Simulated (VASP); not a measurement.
Input of a VASP 6.6.1 run:

File INCAR:

```
PREC = Accurate
ENCUT = 520
EDIFF = 1E-6
ISMEAR = 0
SIGMA = 0.1
LREAL = F
LASPH = T
NELM = 60
ALGO = Normal
ISIF = 2
LWAVE = F
LCHARG = F
GGA = PE
NBANDS = 12
```

File KPOINTS:

```
Automatic mesh
0
Gamma
  4 4 8
```

The input POSCAR:

```
La
1.0
    3.1580446362      0.0000000000      0.0000000000
    0.0000000000      3.1580446362      0.0000000000
    0.0000000000      0.0000000000      3.5555205505
La
1
Direct
    0.5000000000      0.5000000000      0.0000000000
```

Potentials or basis: VASP PAW PBE potentials, release 64 (La).

Command:

```bash
$ cat potpaw_PBE.64/La/POTCAR > POTCAR
$ mpirun -np 1 vasp_std > vasp.out
```

Predict the pressure.

0.0 GPa.

Estimate the band gap on the k mesh.

zero (an odd number of electrons rules out a gap without spin polarisation).

Stress tensor (GPa, compression positive):
```
-0.09  0.00  0.00
 0.00 -0.09  0.00
 0.00  0.00  0.30
```

Caveat: the k points lie up to 0.50 Å⁻¹ apart, too coarse for converged energies and pressures of a metal; spin-orbit coupling is left out, which moves the levels of the heavy elements.
